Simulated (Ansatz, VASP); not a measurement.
One calculation of CdTe, two programs

The input INCAR:

```
SYSTEM = CdTe
PREC = Accurate
ENCUT = 520
EDIFF = 1E-6
ISMEAR = 0
SIGMA = 0.01
LREAL = .FALSE.
LASPH = .TRUE.
NELM = 80
ALGO = Normal
ISIF = 2
LWAVE = .FALSE.
LCHARG = .FALSE.
GGA = PE
NBANDS = 16
```

The input KPOINTS:

```
regular mesh
0
G
  4 4 4
  0 0 0
```

The input POSCAR:

```
CdTe
1.0
    0.0000000000      3.2799551172      3.2799551172
    3.2799551172      0.0000000000      3.2799551172
    3.2799551172      3.2799551172      0.0000000000
Cd Te
1 1
Direct
    0.0000000000      0.0000000000      0.0000000000
    0.2500000000      0.2500000000      0.2500000000
```

Input for Ansatz:

```yaml
crystal:
  lattice:
    - [0.0, 3.2799551172, 3.2799551172]
    - [3.2799551172, 0.0, 3.2799551172]
    - [3.2799551172, 3.2799551172, 0.0]
  atoms:
    - { symbol: Cd, position: [0.0, 0.0, 0.0] }
    - { symbol: Te, position: [0.25, 0.25, 0.25] }
kpoints:
  mp_grid: { grid: [4, 4, 4] }
hamiltonian:
  xc: pbe
scf:
  occupations: { method: fixed }
output:
  optics:
    e_range: [2, 15]
    de: 0.1
    sigma: 0.15
    scissors: 0
    scheme: fermi_dirac
    bands: { spectra_wanted_up_to: 15 }
```

Alike in both runs: task single point; functional PBE; k mesh 4 × 4 × 4; no spin polarisation.

```csv
,VASP,Ansatz
version,VASP 6.6.1,Ansatz 0.2.0
potentials or method,"VASP PAW PBE potentials, release 64 (Cd, Te)","plane waves, PAW"
plane-wave cutoff (eV),520,420
occupations,"gaussian, width 0.01 eV",fixed
valence electrons in the cell,18,36
```

```tsv
	VASP	Ansatz	Ansatz less VASP
gap on the k mesh at the Fermi level (eV)	0.65	0.65	+0.002
```

VASP's potentials hold 18 valence electrons a cell and Ansatz's 36, so a difference there can come from the potentials and not from the codes.

Spin-orbit coupling is off throughout.
